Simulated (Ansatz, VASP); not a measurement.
**Rb: VASP beside Ansatz**

```
Rb
1.0
     0.03576    3.59365    3.59365
     3.59365    0.03576    3.59365
     3.59365    3.59365    0.03576
Rb
1
Direct
  0.00000 0.00000 0.00000
```

Change from the starting cell: equal xy, yz and zx shear strains of +1 %.

Alike in both runs: task single point; functional PBE; k mesh 11 × 11 × 11; occupations fermi-dirac, width 0.03 eV; no spin polarisation.

```csv
,VASP,Ansatz
version,VASP 6.6.1,Ansatz 0.2.0
potentials or method,"VASP PAW PBE potentials, release 64 (Rb_sv), cutoff 520 eV","all-electron LAPW, scalar-relativistic"
```

|  | VASP | Ansatz | Ansatz less VASP |
| --- | --- | --- | --- |
| pressure (GPa) | 0.0 | 0.0 | 0.00 |

Ansatz ran all-electron here, and VASP with PAW potentials.
